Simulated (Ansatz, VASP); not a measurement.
**SiO2: VASP beside Ansatz**

```xyz
6
Lattice="4.1833 0.0000 0.0000 0.0000 4.1833 0.0000 0.0000 0.0000 2.4267" Properties=species:S:1:pos:R:3 pbc="T T T"
Si    2.0917    2.0917    1.2134
Si    0.0000    0.0000    0.0000
O     2.8991    2.8991    0.0000
O     0.8074    3.3759    1.2134
O     1.2842    1.2842    0.0000
O     3.3759    0.8074    1.2134
```

Alike in both runs: task single point; functional PBE; k mesh 6 × 6 × 10; occupations gaussian, width 0.05 eV; no spin polarisation.

```csv
,VASP,Ansatz
version,VASP 6.6.1,Ansatz 0.2.0
potentials or method,"VASP PAW PBE potentials, release 64 (Si, O), cutoff 520 eV","scalar-relativistic, plane waves, PAW"
valence electrons in the cell,32,32
```

Ansatz gave:

| Item | Value |
| --- | --- |
| gap on the k mesh at the Fermi level (eV) | 7.59 |
| least direct gap on the mesh (eV) | 7.59 |
| rms of the force components (eV/Å) | 0.395 |

Q: What did VASP give for the same quantities?

A: gap on the k mesh at the Fermi level (eV): 7.57; least direct gap on the mesh (eV): 7.57; rms of the force components (eV/Å): 0.424.

Atom by atom the forces differ by 0.029 eV/Å (rms over components).
